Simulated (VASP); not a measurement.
Here is a VASP 6.6.1 calculation.

INCAR

```
SYSTEM = C
ALGO = Normal
EDIFF = 1E-7
ENCUT = 520
GGA = PE
ISIF = 2
ISMEAR = 0
LASPH = .TRUE.
LCHARG = .FALSE.
LREAL = .FALSE.
LWAVE = .FALSE.
NBANDS = 26
NELM = 100
PREC = Accurate
SIGMA = 0.02
```

KPOINTS

```
k-points
0
G
  12 12 4
  0 0 0
```

POSCAR

```
C
1.0
    2.4664191508      0.0000000000      0.0000000000
   -1.2332095754      2.1359816410      0.0000000000
    0.0000000000      0.0000000000      8.1363573677
C
8
Direct
    0.0000000000      0.0000000000      0.0929464659
    0.0000000000      0.0000000000      0.5929464659
    0.0000000000      0.0000000000      0.4070535341
    0.0000000000      0.0000000000      0.9070535341
    0.3333333333      0.6666666667      0.1556270874
    0.6666666667      0.3333333333      0.6556270874
    0.3333333333      0.6666666667      0.3443729126
    0.6666666667      0.3333333333      0.8443729126
```

Potentials or basis: VASP PAW PBE potentials, release 64 (C).

Run with:

```sh
$ cat potpaw_PBE.64/C/POTCAR > POTCAR
$ mpirun -np 1 vasp_std > vasp.out
```

What does it give for the largest force?

0.005 eV/Å.

What does it give for the band gap on the k mesh?

4.68 eV, indirect (least direct gap 5.42 eV).

What does it give for the pressure?

31.0 GPa.

Forces in eV/Å, atoms in the order of the input:
```
C    0.000  0.000 -0.001
C    0.000  0.000 -0.001
C    0.000  0.000  0.001
C    0.000  0.000  0.001
C    0.000  0.000  0.005
C    0.000  0.000  0.005
C    0.000  0.000 -0.005
C    0.000  0.000 -0.005
```

 A k mesh can miss the band edges.
